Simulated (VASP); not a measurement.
# Ga (P6_3/mmc) in VASP: notebook, part 2 of 2

VASP 6.6.1. Earlier steps stand in the parts before.

## Step 4: Single point, PBE

This run uses another cell than the first one, of 20.38 Å³/atom, 1.163 times its volume.

The input, INCAR:

```
SYSTEM = Ga
  ALGO = Fast
  EDIFF = 1E-7
  ENCUT = 520
  GGA = PE
  ISIF = 2
  ISMEAR = 0
  LASPH = .TRUE.
  LCHARG = .FALSE.
  LREAL = .FALSE.
  LWAVE = .FALSE.
  NBANDS = 48
  NELM = 60
  PREC = Accurate
  SIGMA = 0.1
```

The input, KPOINTS:

```
k-points
0
G
  6 6 10
  0 0 0
```

The input, POSCAR:

```
Ga
1.0
    5.8056104415      0.0000000000      0.0000000000
   -2.9028052208      5.0278061268      0.0000000000
    0.0000000000      0.0000000000      4.1901181418
Ga
6
Direct
    0.1767381873      0.8232618127      0.2500000000
    0.1767381873      0.3534763747      0.2500000000
    0.6465236253      0.8232618127      0.2500000000
    0.8232618127      0.1767381873      0.7500000000
    0.8232618127      0.6465236253      0.7500000000
    0.3534763747      0.1767381873      0.7500000000
```

Potentials or basis: VASP PAW PBE potentials, release 64 (Ga_d).

Launch:

```bash
$ cat potpaw_PBE.64/Ga_d/POTCAR > POTCAR
$ mpirun -np 1 vasp_std > vasp.out
```

OUTCAR:

```text
SYSTEM = Ga
   EDIFF = 1E-7
   ENCUT = 520
   GGA = PE
   ISIF = 2
   ISMEAR = 0
   LASPH = .TRUE.
   LREAL = .FALSE.
   NELM = 60
   PREC = Accurate

 ion  position               nearest neighbor table
   1  0.177  0.823  0.250-   3 2.73   2 2.73   5 2.75   5 2.75   6 2.75   6 2.75
   2  0.177  0.353  0.250-   3 2.73   1 2.73   4 2.75   4 2.75   6 2.75   6 2.75
   3  0.647  0.823  0.250-   2 2.73   1 2.73   4 2.75   4 2.75   5 2.75   5 2.75
   4  0.823  0.177  0.750-   6 2.73   5 2.73   2 2.75   2 2.75   3 2.75   3 2.75
   5  0.823  0.647  0.750-   6 2.73   4 2.73   1 2.75   1 2.75   3 2.75   3 2.75
   6  0.353  0.177  0.750-   5 2.73   4 2.73   1 2.75   1 2.75   2 2.75   2 2.75

  LATTYP: Found a hexagonal cell.
 ALAT       =     5.8056104415
 C/A-ratio  =     0.7217360145

  Lattice vectors:

 A1 = (   5.8056104415,   0.0000000000,   0.0000000000)
 A2 = (  -2.9028052208,   5.0278061268,   0.0000000000)
 A3 = (   0.0000000000,   0.0000000000,   4.1901181418)

Analysis of symmetry for initial positions (statically):
[... 181 lines left out ...]
  free energy    TOTEN  =       -17.26108852 eV

  energy without entropy =      -17.25374177  energy(sigma->0) =      -17.25741515

 E-fermi :   4.8284     XC(G=0): -10.4811

 val. band max:        4.8202976396   @ k =   0.5000   0.0000   0.0000
 cond. band min:       4.8908227577   @ k =   0.3333   0.1667   0.5000
 fundamental gap:      0.0705251181
 Fermi energy:         4.8284189553

 k-point     1 :       0.0000    0.0000    0.0000
  band No.  band energies     occupation
      1     -10.3969      2.00000
      2     -10.3772      2.00000
      3     -10.3772      2.00000
      4     -10.3621      2.00000
      5     -10.3160      2.00000
      6     -10.2960      2.00000
[... 1213 lines left out ...]
     47      10.7039      0.00000
     48      10.8140      0.00000

 [... further k-points ...]
[... 5 lines left out ...]
  --------------------------------------------------------------------------------------
  -------------------------------------------------------------------------------------
  Total        0.0790381      0.0790381      0.0739624     -0.0000000     -0.0000000      0.0000000
  in kB        1.0353678      1.0353678      0.9688779     -0.0000000     -0.0000000      0.0000000
  external PRESSURE =       1.0132045 kB  Pullay stress =       0.0000000 kB

 VOLUME and BASIS-vectors are now :
 -----------------------------------------------------------------------------
  energy-cutoff  :      520.00
  volume of cell :      122.31
      direct lattice vectors                 reciprocal lattice vectors
     5.805610441  0.000000000  0.000000000     0.172247175  0.099446953  0.000000000
    -2.902805221  5.027806127  0.000000000     0.000000000  0.198893906  0.000000000
     0.000000000  0.000000000  4.190118142     0.000000000  0.000000000  0.238656755

 POSITION                                       TOTAL-FORCE (eV/Angst)
 -----------------------------------------------------------------------------------
     -1.36370      4.13920      1.04753         0.000439     -0.000253      0.000000
     -0.00000      1.77721      1.04753        -0.000000      0.000506      0.000000
      1.36370      4.13920      1.04753        -0.000439     -0.000253     -0.000000
      4.26650      0.88861      3.14259        -0.000439      0.000253     -0.000000
      2.90281      3.25060      3.14259         0.000000     -0.000506     -0.000000
      1.53911      0.88861      3.14259         0.000439      0.000253      0.000000
 -----------------------------------------------------------------------------------
    total drift:                                0.000000     -0.000000      0.000000

  FREE ENERGIE OF THE ION-ELECTRON SYSTEM (eV)
  ---------------------------------------------------
  free  energy   TOTEN  =       -17.2610885220 eV

  energy  without entropy=      -17.2537417722  energy(sigma->0) =      -17.25741515
```

OSZICAR:

```text
N       E                     dE             d eps       ncg     rms          rms(c)
DAV:   1     0.665770461705E+03    0.66577E+03   -0.37188E+04  4232   0.305E+03
DAV:   2     0.844436611970E+02   -0.58133E+03   -0.56284E+03  4032   0.681E+02
DAV:   3    -0.126729402926E+02   -0.97117E+02   -0.94074E+02  4496   0.190E+02
DAV:   4    -0.172479983660E+02   -0.45751E+01   -0.44873E+01  4696   0.441E+01
DAV:   5    -0.173735469225E+02   -0.12555E+00   -0.12546E+00  4688   0.790E+00    0.243E+00
RMM:   6    -0.172713259186E+02    0.10222E+00   -0.32224E-01  4991   0.470E+00    0.130E+00
RMM:   7    -0.172604820052E+02    0.10844E-01   -0.97623E-02  5213   0.220E+00    0.357E-01
RMM:   8    -0.172604233250E+02    0.58680E-04   -0.13147E-02  5415   0.909E-01    0.552E-02
RMM:   9    -0.172609876393E+02   -0.56431E-03   -0.42221E-03  6460   0.442E-01    0.360E-02
RMM:  10    -0.172610947627E+02   -0.10712E-03   -0.86124E-04  5195   0.240E-01    0.240E-02
RMM:  11    -0.172610756632E+02    0.19099E-04   -0.26098E-04  5310   0.134E-01    0.307E-03
RMM:  12    -0.172610878764E+02   -0.12213E-04   -0.13090E-04  6527   0.631E-02    0.217E-03
RMM:  13    -0.172610883407E+02   -0.46429E-06   -0.62613E-06  5638   0.182E-02    0.917E-04
RMM:  14    -0.172610884845E+02   -0.14378E-06   -0.24156E-06  5805   0.967E-03    0.222E-04
RMM:  15    -0.172610885220E+02   -0.37555E-07   -0.32936E-07  3243   0.428E-03
   1 F= -.17261089E+02 E0= -.17257415E+02  d E =-.734675E-02
```

Wall time 1.9 min (1 thread of Intel Xeon 6975P-C (Granite Rapids), shared host); peak memory 0.35 GiB.

Results:

```
Free energy            : -17.2611 eV
Pressure               : 0.1 GPa
Band gap on the k mesh : zero (band 39 reaches 6.38 eV, above the bottom of band 40 at 2.69 eV)
```

Levels at points of the mesh, in eV from the Fermi level:
| k point | band 36 | band 37 | band 38 | band 39 | band 40 | band 41 | band 42 | band 43 |
| --- | --- | --- | --- | --- | --- | --- | --- | --- |
| (0.00, 0.00, 0.00) | -4.35 | -4.08 | -2.15 | 0.22 | 2.34 | 2.34 | 3.46 | 3.46 |
| (0.50, 0.00, 0.00) | -1.07 | -1.00 | -0.23 | -0.10 | -0.01 | 0.29 | 1.74 | 1.98 |
| (0.00, 0.00, 0.50) | -3.64 | -2.89 | -2.89 | -1.88 | -1.88 | -1.88 | -1.88 | 1.62 |
| (0.50, 0.00, 0.50) | -4.47 | -2.86 | -2.86 | 1.55 | 1.55 | 2.29 | 2.29 | 2.42 |

## Step 5: Single point, PBE

This run uses another cell than the first one, of 20.38 Å³/atom, 1.163 times its volume.

The input, INCAR:

```
ALGO = Fast ; EDIFF = 1E-6
ENCUT = 520 ; GGA = PE
ISIF = 2 ; ISMEAR = 0
LASPH = T ; LCHARG = T
LELF = T ; LREAL = F
LVHAR = T ; LWAVE = F
NBANDS = 48 ; NELM = 60
PREC = Accurate ; SIGMA = 0.1
```

The input, KPOINTS:

```
k-points
0
Gamma
  6 6 10
```

POSCAR is that of step 4.

Launch:

```bash
$ cat potpaw_PBE.64/Ga_d/POTCAR > POTCAR
$ mpirun -np 1 vasp_std > vasp.out
```

It took 1.8 min on 1 thread of Intel Xeon 6975P-C (Granite Rapids), shared host; peak memory 0.35 GiB.

It converged, with:

* Free energy: -17.2611 eV
* Pressure: 0.0 GPa
* Band gap on the k mesh: zero (band 39 reaches 6.38 eV, above the bottom of band 40 at 2.69 eV)

Levels at points of the mesh, in eV from the Fermi level:
| k point | band 35 | band 36 | band 37 | band 38 | band 39 | band 40 | band 41 | band 42 | band 43 | band 44 |
| --- | --- | --- | --- | --- | --- | --- | --- | --- | --- | --- |
| (0.00, 0.00, 0.00) | -4.35 | -4.35 | -4.08 | -2.15 | 0.22 | 2.34 | 2.34 | 3.46 | 3.46 | 3.80 |
| (0.50, 0.00, 0.00) | -1.53 | -1.07 | -1.00 | -0.23 | -0.10 | -0.01 | 0.29 | 1.74 | 1.98 | 2.96 |
| (0.00, 0.00, 0.50) | -3.64 | -3.64 | -2.89 | -2.89 | -1.88 | -1.88 | -1.88 | -1.88 | 1.62 | 1.62 |
| (0.50, 0.00, 0.50) | -4.47 | -4.47 | -2.86 | -2.86 | 1.55 | 1.55 | 2.29 | 2.29 | 2.42 | 2.42 |

## Step 6: Relaxation of cell and atoms, PBE

The input, INCAR:

```
SYSTEM = Ga
PREC = Accurate
ENCUT = 600
EDIFF = 1E-7
ISMEAR = 0
SIGMA = 0.1
LREAL = .FALSE.
LASPH = .TRUE.
NELM = 80
ALGO = Fast
ISIF = 3
LWAVE = .FALSE.
LCHARG = .FALSE.
GGA = PE
IBRION = 2
NSW = 90
EDIFFG = -0.04
```

The input, KPOINTS:

```
regular mesh
0
G
  3 3 6
  0 0 0
```

The input, POSCAR:

```
Ga
1.0
    5.9347903700      0.0000000000      0.0000000000
   -2.9673951900      5.1396792300      0.0000000000
    0.0000000000      0.0000000000      3.4480540400
Ga
6
Direct
    0.1912880200      0.8087119800      0.2500000000
    0.1912880200      0.3825760300      0.2500000000
    0.6174239700      0.8087119800      0.2500000000
    0.8087119800      0.1912880200      0.7500000000
    0.8087119800      0.6174239700      0.7500000000
    0.3825760300      0.1912880200      0.7500000000
```

Potentials or basis: VASP PAW PBE potentials, release 64 (Ga_d).

Launch:

```bash
$ cat potpaw_PBE.64/Ga_d/POTCAR > POTCAR
$ mpirun -np 1 vasp_std > vasp.out
```

Wall time 6.5 min (1 thread of Intel Xeon 6975P-C (Granite Rapids), shared host); peak memory 0.27 GiB.

Results (log left out):

```
Free energy                            : -17.1961 eV
Relaxed volume                         : 20.33 Å³/atom
Relaxed cell                           : a = 5.822 Å, b = 5.822 Å, c = 4.156 Å, α = 90.00°, β = 90.00°, γ = 120.00°
Space group after relaxing (to 0.05 Å) : P6_3/mmc (No. 194)
Energy gained by relaxing              : 151.6 meV/atom
Ionic steps                            : 12
Pressure after relaxing                : 0.0 GPa
Largest force after relaxing           : 0.005 eV/Å
Band gap on the k mesh                 : zero (band 39 reaches 5.45 eV, above the bottom of band 40 at 2.98 eV)
```

Forces in eV/Å, atoms in the order of the input:
```
Ga   0.005 -0.003  0.000
Ga   0.000  0.005  0.000
Ga  -0.005 -0.003  0.000
Ga  -0.005  0.003  0.000
Ga   0.000 -0.005  0.000
Ga   0.005  0.003  0.000
```

Stress tensor (GPa, compression positive):
```
 0.16  0.00  0.00
 0.00  0.16  0.00
 0.00  0.00 -0.21
```

The path:
| step | energy change (eV) | largest force (eV/Å) | pressure (GPa) | volume (Å³) |
| --- | --- | --- | --- | --- |
| 1 | 0.0000 | 0.7013 | 10.65 | 105.18 |
| 2 | -0.5935 | 0.2753 | -0.57 | 123.92 |
| 3 | -0.5935 | 0.2786 | -0.55 | 123.81 |
| 4 | -0.6569 | 0.2271 | -0.69 | 123.64 |
| 5 | -0.7914 | 0.1502 | -0.75 | 122.89 |
| 6 | -0.8930 | 0.0043 | 0.58 | 120.28 |
| 7 | -0.8879 | 0.1705 | 0.19 | 121.42 |
| 8 | -0.9050 | 0.0624 | 0.43 | 120.75 |
| 9 | -0.9061 | 0.0922 | 0.36 | 120.94 |
| 10 | -0.9061 | 0.0756 | 0.36 | 120.85 |
| 11 | -0.9078 | 0.0621 | -0.27 | 122.84 |
| 12 | -0.9098 | 0.0053 | 0.04 | 121.99 |

Final structure:
```yaml
crystal:
  lattice:
    - [5.82223, 0.00000, 0.00000]
    - [-2.91112, 5.04220, 0.00000]
    - [0.00000, 0.00000, 4.15551]
  atoms:
    - { symbol: Ga, position: [0.17440, 0.82560, 0.25000] }
    - { symbol: Ga, position: [0.17440, 0.34879, 0.25000] }
    - { symbol: Ga, position: [0.65121, 0.82560, 0.25000] }
    - { symbol: Ga, position: [0.82560, 0.17440, 0.75000] }
    - { symbol: Ga, position: [0.82560, 0.65121, 0.75000] }
    - { symbol: Ga, position: [0.34879, 0.17440, 0.75000] }
```

Levels at points of the mesh, in eV from the Fermi level:
```
           k point  band 37  band 38  band 39  band 40  band 41  band 42
(0.00, 0.00, 0.00)    -4.25    -2.21     0.14     2.20     2.20     3.50
(0.00, 0.00, 0.50)    -2.97    -2.97    -1.96    -1.96    -1.96    -1.96
```

Caveat: the k points lie up to 0.42 Å⁻¹ apart in the final cell; the volume moved by over 15 % at a fixed basis, so the end points are rough.

## Step 7: The runs side by side

| task | cell | k mesh | cutoff (eV) | gap on the mesh (eV) | pressure (GPa) | largest force (eV/Å) |
| --- | --- | --- | --- | --- | --- | --- |
| single point | a = 5.935, b = 5.935, c = 3.448 Å, angles 90.0, 90.0, 120.0°, 6 atoms | 3 × 3 × 6 | 520 | none | 10.7 | 0.70 |
| single point | a = 5.819, b = 5.819, c = 4.140 Å, angles 90.0, 90.0, 120.0°, 6 atoms | 3 × 3 × 6 | 520 | none | 0.3 | 0.02 |
| single point | a = 5.806, b = 5.806, c = 4.190 Å, angles 90.0, 90.0, 120.0°, 6 atoms | 6 × 6 × 10 | 520 | none | 0.0 | - |
| relaxation of cell and atoms | relaxed from a = 5.935, b = 5.935, c = 3.448 Å, angles 90.0, 90.0, 120.0°, 6 atoms | 3 × 3 × 6 | 600 | none | 0.0 | 0.01 |

Alike in all rows: level PBE; potentials or basis VASP PAW PBE potentials, release 64 (Ga_d); no spin polarisation; smearing gaussian 0.1 eV.

Caveats: some runs use coarse meshes; the volume moved by over 15 % at a fixed basis, so the end points are rough (some runs).

Total energies depend on the potentials used, so only differences within one code and one set of settings carry meaning.
